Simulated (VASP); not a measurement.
Write the native input for VASP 6.6.1 that does the following.

- Task: single point
- Functional: r2SCAN
- Potentials or basis: VASP PAW PBE potentials, release 64 (Al, Ni)
- Cutoff: 520 eV
- k mesh: 10 × 10 × 9
- Occupations: fermi-dirac, width 0.15 eV
- Spin: collinear spin, ferromagnetic start
- Starting moments: [0.0, 1.0] μB
- Dipole correction: no
- Further INCAR settings: ALGO = Normal; EDIFF = 1e-06; NBANDS = 18

The system is AlNi.

```xyz
2
Lattice="1.8718 -1.8858 0.0000 1.8718 1.8858 0.0000 0.0000 0.0000 2.9925" Properties=species:S:1:pos:R:3 pbc="T T T"
Al    0.0000    0.0000    0.0000
Ni    1.8718    0.0000    1.4962
```

The input as run:

POSCAR

```
AlNi
1.0
    1.8717884770     -1.8857842111      0.0000000000
    1.8717884770      1.8857842111      0.0000000000
    0.0000000000      0.0000000000      2.9924667633
Al Ni
1 1
Direct
    0.0000000000      0.0000000000      0.0000000000
    0.5000000000      0.5000000000      0.5000000000
```

INCAR.step1

```
SYSTEM = AlNi
  PREC = Accurate
  ENCUT = 520
  ISMEAR = -1
  SIGMA = 0.15
  LREAL = .FALSE.
  LASPH = .TRUE.
  NELM = 150
  ISPIN = 2
  MAGMOM = 0 1
  LMAXMIX = 4
  NBANDS = 18
  GGA = PE
  ALGO = Normal
  EDIFF = 1E-4
  LWAVE = .TRUE.
  LCHARG = .FALSE.
```

INCAR.step2

```
SYSTEM = AlNi
  PREC = Accurate
  ENCUT = 520
  EDIFF = 1E-6
  ISMEAR = -1
  SIGMA = 0.15
  LREAL = .FALSE.
  LASPH = .TRUE.
  NELM = 150
  ALGO = Normal
  ISIF = 2
  LWAVE = .FALSE.
  LCHARG = .FALSE.
  ISPIN = 2
  MAGMOM = 0 1
  LORBIT = 11
  LMAXMIX = 4
  METAGGA = R2SCAN
  LMIXTAU = .TRUE.
  NBANDS = 18
  ISTART = 1
```

KPOINTS

```
regular mesh
0
G
  10 10 9
  0 0 0
```

Potentials or basis: VASP PAW PBE potentials, release 64 (Al, Ni).

Command:

```bash
$ cat potpaw_PBE.64/Al/POTCAR potpaw_PBE.64/Ni/POTCAR > POTCAR
$ cp INCAR.step1 INCAR
$ mpirun -np 1 vasp_std > vasp.out
$ cp INCAR.step2 INCAR
$ mpirun -np 1 vasp_std > vasp.out
```

Results of the run:

* Pressure: 24.1 GPa
* Net moment: 0.00 μB per cell
* Valence electrons inside the program's atomic spheres: Al 0.89; Ni 9.75

Caveat: the PAW data sets were made with another functional, which shifts forces and pressure a little.

Run time: 3 min on 1 thread of AMD EPYC 9R45 96-Core Processor (Zen 5), with other jobs on the host, peak memory 0.18 GiB.
